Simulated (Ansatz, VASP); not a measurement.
**Two plane-wave programs on Hf**

```
CELL_PARAMETERS angstrom
2.91381 0.00000 0.00000
0.00000 2.91381 0.00000
0.00000 0.00000 2.91381
ATOMIC_POSITIONS crystal
Hf 0.50000 0.50000 0.50000
```

Alike in both runs: task relaxation of cell and atoms; functional B3LYP; k mesh 5 × 5 × 5; occupations fermi-dirac, width 0.05 eV; no spin polarisation.

|  | VASP | Ansatz |
| --- | --- | --- |
| version | VASP 6.6.1 | Ansatz 0.2.0 |
| potentials or method | VASP PAW PBE potentials, release 64 (Hf_pv) | Ansatz PAW |
| plane-wave cutoff (eV) | 600 | 420 |
| valence electrons in the cell | 10 | 26 |

Ansatz gave:

- gap on the k mesh at the Fermi level, each at its own relaxed structure (eV): none
- relaxed volume (Å³/atom): 25.71
- relaxed cell length with the largest relative difference (Å): 2.952

Problem. Estimate VASP's values.

Solution. gap on the k mesh at the Fermi level, each at its own relaxed structure (eV): none; relaxed volume (Å³/atom): 25.40; relaxed cell length with the largest relative difference (Å): 2.939.

VASP's potentials were made for PBE, not for B3LYP. A gap of «none» marks a metal or a gap that the smearing closes. VASP's potentials hold 10 valence electrons a cell and Ansatz's 26, so a difference there can come from the potentials and not from the codes.

The k mesh is coarse, so the values compare programs but aren't converged. Neither program's run includes spin-orbit coupling. Noted on Ansatz's run: the plane-wave basis is chosen anew once the cell has moved, so the energies of steps on either side of that aren't comparable.
